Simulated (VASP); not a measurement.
# P (Imma) in VASP: vibrations by perturbation theory with PBEsol

Aim: the vibrations by perturbation theory of P with PBEsol.

Everything below comes from runs of VASP 6.6.1. Logs are shortened: lines on timing, memory, paths and dates and some standing lists are left out, and cuts for length are marked.

### Step 1. The cell of the first run

It takes space group Imma (No. 74, orthorhombic). Conventional cell: a = 3.383 Å, b = 5.030 Å, c = 3.718 Å, α = 90.00°, β = 90.00°, γ = 90.00°. P (site symmetry mm2) has 6 P at 2.24 to 2.82 Å within 3.0 Å.

### Step 2. Vibrations by perturbation theory, PBEsol

INCAR

```
SYSTEM = P
PREC = Accurate
ENCUT = 520
EDIFF = 1E-8
ISMEAR = -1
SIGMA = 0.05
LREAL = .False.
LASPH = .True.
NELM = 100
ALGO = Normal
ISIF = 2
LWAVE = .False.
LCHARG = .False.
GGA = PS
IBRION = 8
NSW = 1
```

KPOINTS

```
Automatic mesh
0
Gamma
  8 8 8
  0 0 0
```

POSCAR

```
P
1.0
   -1.6915100000      2.5151700000      1.8589400000
    1.6915100000     -2.5151700000      1.8589400000
    1.6915100000      2.5151700000     -1.8589400000
P
2
Direct
    0.8033100000      0.0533100000      0.7500000000
    0.1966900000      0.9466900000      0.2500000000
```

Potentials or basis: VASP PAW PBE potentials, release 64 (P).

Command:

```bash
$ cat potpaw_PBE.64/P/POTCAR > POTCAR
$ mpirun -np 1 vasp_std > vasp.out
```

OUTCAR:

```text
SYSTEM = P
   PREC = Accurate
   ENCUT = 520
   EDIFF = 1E-8
   ISMEAR = -1
   LREAL = .False.
   LASPH = .True.
   NELM = 100
   ISIF = 2
   GGA = PS
   IBRION = 8
   NSW = 1

 ion  position               nearest neighbor table
   1  0.803  0.053  0.750-   2 2.24   2 2.24   2 2.55   2 2.55   2 2.82   2 2.82
   2  0.197  0.947  0.250-   1 2.24   1 2.24   1 2.55   1 2.55   1 2.82   1 2.82

  LATTYP: Found a body centered orthorhombic cell.
 ALAT       =     3.3830200000
 B/A-ratio  =     1.0989825659
 C/A-ratio  =     1.4869377065

  Lattice vectors:

 A1 = (   1.6915100000,  -2.5151700000,  -1.8589400000)
 A2 = (  -1.6915100000,  -2.5151700000,   1.8589400000)
 A3 = (  -1.6915100000,   2.5151700000,  -1.8589400000)

Analysis of symmetry for initial positions (statically):
=====================================================================
 Subroutine PRICEL returns:
 Original cell was already a primitive cell.

 Routine SETGRP: Setting up the symmetry group for a
 body centered orthorhombic supercell.

 Subroutine GETGRP returns: Found  8 space group operations
 (whereof  4 operations were pure point group operations)
 out of a pool of  8 trial point group operations.

The static configuration has the point symmetry C_2h.
 The point group associated with its full space group is D_2h.

Analysis of symmetry for dynamics (positions and initial velocities):
=====================================================================
 Subroutine PRICEL returns:
 Original cell was already a primitive cell.

 Routine SETGRP: Setting up the symmetry group for a
 body centered orthorhombic supercell.

 Subroutine GETGRP returns: Found  8 space group operations
 (whereof  4 operations were pure point group operations)
 out of a pool of  8 trial point group operations.

The dynamic configuration has the point symmetry C_2h.
 The point group associated with its full space group is D_2h.

 Subroutine INISYM returns: Found  8 space group operations
 (whereof  4 operations are pure point group operations),
 and found     1 'primitive' translations

----------------------------------------------------------------------------------------

                                     Primitive cell

  volume of cell :      31.6350

  direct lattice vectors                    reciprocal lattice vectors
    -1.691510000  2.515170000  1.858940000     0.000000000  0.198793720  0.268970489
     1.691510000 -2.515170000  1.858940000     0.295593878  0.000000000  0.268970489
     1.691510000  2.515170000 -1.858940000     0.295593878  0.198793720  0.000000000

  length of vectors
     3.555691794  3.555691794  3.555691794     0.334460860  0.399650928  0.356222800

  position of ions in fractional coordinates (direct lattice)
     0.803310000  0.053310000  0.750000000
     0.196690000  0.946690000  0.250000000

  ion indices of the primitive-cell ions
   primitive index   ion index
                 1           1
                 2           2

----------------------------------------------------------------------------------------

 KPOINTS: Automatic mesh

Automatic generation of k-mesh.
 Grid dimensions read from file:
 generate k-points for:    8    8    8

 Generating k-lattice:

  Cartesian coordinates                     Fractional coordinates (reciprocal lattice)
     0.000000000  0.024849215  0.033621311     0.125000000  0.000000000  0.000000000
     0.036949235  0.000000000  0.033621311     0.000000000  0.125000000 -0.000000000
[... 96 lines left out ...]
--------------------------------------- Ionic step        1  -------------------------------------------

 number of electron      10.0000000 magnetization

 number of electron       9.9999999 magnetization

 Free energy of the ion-electron system (eV)
  ---------------------------------------------------
  ext. energy  EPLUGINS =         0.00000000
  ---------------------------------------------------
  free energy    TOTEN  =       -11.55698628 eV

  energy without entropy =      -11.55519031  energy(sigma->0) =      -11.55608829

 E-fermi :   9.0202     XC(G=0): -10.9684

 val. band max:        8.9788732636   @ k =   0.5000   0.5000   0.5000
 cond. band min:       9.0210920731   @ k =   0.2500   0.2500   0.2500
 fundamental gap:      0.0422188095
 Fermi energy:         9.0201566111

 k-point     1 :       0.0000    0.0000    0.0000
  band No.  band energies     occupation
      1      -7.4853      2.00000
      2       5.8308      2.00000
      3       5.9062      2.00000
      4       6.1035      2.00000
      5       6.7534      2.00000
      6      10.3622      0.00000
      7      11.2954      0.00000
      8      13.0939      0.00000
      9      14.0612      0.00000
[... 265 lines left out ...]
 k-point    24 :       0.2500    0.3750    0.0000
  band No.  band energies     occupation
      1      -3.2338      2.00000
      2      -1.7206      2.00000
      3       1.1315      2.00000
      4       4.2234      2.00000
      5       5.3789      2.00000
      6      11.7035      0.00000
      7      12.6317      0.00000
      8      14.6377      0.00000
      9      16.8947      0.00000

 [... further k-points ...]
[... 5 lines left out ...]
  --------------------------------------------------------------------------------------
  -------------------------------------------------------------------------------------
  Total       -0.0537329     -0.2032003     -0.2299615      0.0000000      0.0000000      0.0000000
  in kB       -2.7213474    -10.2912397    -11.6465803      0.0000000      0.0000000      0.0000000
  external PRESSURE =      -8.2197225 kB  Pullay stress =       0.0000000 kB

 VOLUME and BASIS-vectors are now :
 -----------------------------------------------------------------------------
  energy-cutoff  :      520.00
  volume of cell :       31.63
      direct lattice vectors                 reciprocal lattice vectors
    -1.691510000  2.515170000  1.858940000     0.000000000  0.198793720  0.268970489
     1.691510000 -2.515170000  1.858940000     0.295593878  0.000000000  0.268970489
     1.691510000  2.515170000 -1.858940000     0.295593878  0.198793720  0.000000000

 POSITION                                       TOTAL-FORCE (eV/Angst)
 -----------------------------------------------------------------------------------
      0.00000      3.77276      0.19820        -0.000000     -0.000000     -0.359089
      1.69151     -1.25759      1.66074         0.000000      0.000000      0.359089
 -----------------------------------------------------------------------------------
    total drift:                                0.000000     -0.000000      0.000000

  FREE ENERGIE OF THE ION-ELECTRON SYSTEM (eV)
  ---------------------------------------------------
  free  energy   TOTEN  =       -11.5569862803 eV

  energy  without entropy=      -11.5551903055  energy(sigma->0) =      -11.55608829

[... ionic steps 2 to 3 ...]

--------------------------------------- Ionic step        4  -------------------------------------------

------------------------ aborting loop because EDIFF is reached ----------------------------------------

--------------------------------------- Ionic step        5  -------------------------------------------

------------------------ aborting loop because EDIFF is reached ----------------------------------------

--------------------------------------- Ionic step        6  -------------------------------------------

 Free energy of the ion-electron system (eV)
  ---------------------------------------------------
  ---------------------------------------------------
  free energy    TOTEN  =        -0.04324557 eV

  energy without entropy =       -0.04324972

------------------------ aborting loop because EDIFF is reached ----------------------------------------

 INTERNAL STRAIN TENSOR  FOR ION    1  DIRECTION 3   (eV/Angst):
 -----------------------------------------------------------------------------
     6.74809  0.00000  0.00000
     0.00000  2.91630  0.00000
     0.00000  0.00000 11.93696

 INTERNAL STRAIN TENSOR FOR ION    2 for displacements in x,y,z  (eV/Angst):
          X           Y           Z          XY          YZ          ZX
  --------------------------------------------------------------------------------
  x     0.00000     0.00000     0.00000     0.00000     0.00000    -7.04309
  y     0.00000     0.00000     0.00000     0.00000    -3.97109     0.00000
  z    -6.74809    -2.91630   -11.93696     0.00000     0.00000     0.00000

 SECOND DERIVATIVES (NOT SYMMETRIZED)
 ------------------------------------
               1X          1Y          1Z          2X          2Y          2Z
  1X    -7.935427    0.000000    0.000000    7.935427    0.000000    0.000000
  1Y     0.000000    0.275767    0.000000    0.000000   -0.275767    0.000000
  1Z     0.000000    0.000000   -8.834429    0.000000    0.000000    8.834429
  2X     7.935427    0.000000    0.000000   -7.935427    0.000000    0.000000
  2Y     0.000000   -0.275767    0.000000    0.000000    0.275767    0.000000
  2Z     0.000000    0.000000    8.834429    0.000000    0.000000   -8.834429

 Eigenvectors and eigenvalues of the dynamical matrix
 ----------------------------------------------------

   1 f  =   11.807456 THz    74.188432 2PiTHz  393.854328 cm-1    48.831691 meV
             X         Y         Z           dx          dy          dz
      0.000000  3.772755  0.198200     0.000000    0.000000   -0.707107
      1.691510 -1.257585  1.660740     0.000000    0.000000    0.707107
[... 16 lines left out ...]
   5 f  =    0.000000 THz     0.000000 2PiTHz    0.000000 cm-1     0.000000 meV
             X         Y         Z           dx          dy          dz
      0.000000  3.772755  0.198200     0.000000    0.000000    0.707107
      1.691510 -1.257585  1.660740     0.000000    0.000000    0.707107

   6 f/i=    2.086116 THz    13.107451 2PiTHz   69.585328 cm-1     8.627477 meV
             X         Y         Z           dx          dy          dz
      0.000000  3.772755  0.198200     0.000000    0.707107    0.000000
      1.691510 -1.257585  1.660740     0.000000   -0.707107    0.000000

--------------------------------------------------------------------------------------------------------

 ELASTIC MODULI CONTR FROM IONIC RELAXATION (kBar)
 Direction    XX          YY          ZZ          XY          YZ          ZX
 --------------------------------------------------------------------------------
 XX        -261.0514   -112.8179   -461.7843      0.0000      0.0000      0.0000
 YY        -112.8179    -48.7562   -199.5681      0.0000      0.0000      0.0000
 ZZ        -461.7843   -199.5681   -816.8685      0.0000      0.0000      0.0000
 XY           0.0000      0.0000      0.0000      0.0000      0.0000      0.0000
 YZ           0.0000      0.0000      0.0000      0.0000      0.0000      0.0000
 ZX           0.0000      0.0000      0.0000      0.0000      0.0000   -316.5919
 --------------------------------------------------------------------------------
```

Run time: 1.8 min. Hardware: 1 thread of Intel Xeon Platinum 8488C (Sapphire Rapids), shared host; peak memory 0.22 GiB.

What came out:

```yaml
Highest_phonon_frequency_at_Γ: 394 cm⁻¹
Most_unstable_mode: 70i cm⁻¹
```

Phonon frequencies in cm⁻¹ (negative: imaginary):
```tsv
q point	frequencies
(0.000, 0.000, 0.000)	-70 0 0 0 373 394
```

Caveat: some modes are imaginary; the PAW data sets were made with another functional, which shifts forces and pressure a little.
